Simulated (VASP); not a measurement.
Set up this calculation in VASP 6.6.1, as the native input.

```yaml
Task: single point
Functional: LDA
Potentials_or_basis: VASP PAW LDA potentials, release 64 (Ga_d, Fe_sv)
Cutoff: 690 eV
k_mesh: 12 × 12 × 7
Occupations: fermi-dirac, width 0.03 eV
Spin: collinear spin, ferromagnetic start
Starting_moments: "[0.0, 3.0] μB"
Dipole_correction: no
Further_INCAR_settings: ALGO = Normal; EDIFF = 1e-06; NBANDS = 26
```

The structure of GaFe lies in POSCAR:

```
GaFe
1.0
    2.7481305258      0.0000000000      0.0000000000
   -1.3740652629      2.3799508482      0.0000000000
    0.0000000000      0.0000000000      4.0307820000
Ga Fe
1 1
Direct
    0.0000000000      0.0000000000      0.5000000000
    0.6666666667      0.3333333333      0.0000000000
```

One way to write it, as run:

INCAR

```
PREC = Accurate
ENCUT = 690
EDIFF = 1E-6
ISMEAR = -1
SIGMA = 0.03
LREAL = F
LASPH = T
NELM = 200
ALGO = Normal
ISIF = 2
LWAVE = F
LCHARG = T
ISPIN = 2
MAGMOM = 0 3
LORBIT = 11
LMAXMIX = 4
GGA = CA
LELF = T
LVHAR = T
NBANDS = 26
GGA_COMPAT = F
```

KPOINTS

```
Automatic mesh
0
Gamma
  12 12 7
```

Potentials or basis: VASP PAW LDA potentials, release 64 (Ga_d, Fe_sv).

Command:

```bash
$ cat potpaw_LDA.64/Ga_d/POTCAR potpaw_LDA.64/Fe_sv/POTCAR > POTCAR
$ mpirun -np 1 vasp_std > vasp.out
```

It gave:

The pressure is -13.1 GPa. The net moment is 1.93 μB per cell, the site moments are Ga -0.07; Fe +1.95 μB and the valence electrons inside the program's atomic spheres are Ga 11.79; Fe 13.75.

Caveat: the cell stands under tension.

Run time: 57 s on 1 thread of Intel(R) Xeon(R) Platinum 8488C (Sapphire Rapids), on a shared host, peak memory 0.24 GiB.
